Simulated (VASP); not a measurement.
Input of a VASP 6.6.1 run:

File INCAR:

```
SYSTEM = YS
PREC = Accurate
ENCUT = 520
EDIFF = 1E-8
ISMEAR = -1
SIGMA = 0.01
LREAL = .False.
LASPH = .True.
NELM = 100
ALGO = Normal
ISIF = 2
LWAVE = .False.
LCHARG = .False.
GGA = CA
LEFG = .True.
NBANDS = 16
```

File KPOINTS:

```
regular mesh
0
Gamma
  8 8 8
  0 0 0
```

POSCAR

```
YS
1.0
    0.0000000000      2.7436500000      2.7436500000
    2.7436500000      0.0000000000      2.7436500000
    2.7436500000      2.7436500000      0.0000000000
Y S
1 1
Direct
    0.5000000000      0.5000000000      0.5000000000
    0.0000000000      0.0000000000      0.0000000000
```

Potentials or basis: VASP PAW LDA potentials, release 64 (Y_sv, S).

Command:

```sh
$ cat potpaw_LDA.64/Y_sv/POTCAR potpaw_LDA.64/S/POTCAR > POTCAR
$ mpirun -np 1 vasp_std > vasp.out
```

Q: Predict the pressure.

A: -3.8 GPa.

Caveat: without QUAD_EFG the Cq values of the log hold for a quadrupole moment of 1 mb, not for the nuclei.
